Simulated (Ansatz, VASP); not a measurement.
**KSnCl3 in VASP and in Ansatz**

```
K Sn Cl
1.0
     5.51229    0.00000    0.00000
     0.00000    5.51229    0.00000
     0.00000    0.00000    5.54932
K Sn Cl
1 1 3
Direct
  0.00000 0.00000 0.00000
  0.50000 0.50000 0.50000
  0.50000 0.50000 0.00000
  0.50000 0.00000 0.50000
  0.00000 0.50000 0.50000
```

Change from the starting cell: epitaxial_xy strain -0.5%.

Alike in both runs: task single point; functional r2SCAN; k mesh 6 × 6 × 6; no spin polarisation.

|  | VASP | Ansatz |
| --- | --- | --- |
| version | VASP 6.6.1 | Ansatz 0.2.0 |
| potentials or method | VASP PAW PBE potentials, release 64 (K_sv, Sn_d, Cl) | plane waves, PAW |
| plane-wave cutoff (eV) | 520 | 500 |
| occupations | gaussian, width 0.01 eV | fixed |
| valence electrons in the cell | 44 | 44 |

VASP gave:

| Property | Result |
| --- | --- |
| gap on the k mesh at the Fermi level (eV) | 0.88 |
| pressure (GPa) | 0.0 |
| traceless stress, the component that is largest in VASP (GPa) | -0.22 |

Task: Which values does Ansatz return?

Result: gap on the k mesh at the Fermi level (eV): 0.87; pressure (GPa): 0.1; traceless stress, the component that is largest in VASP (GPa): -0.22.

VASP's potentials were made for PBE, not for r2SCAN.
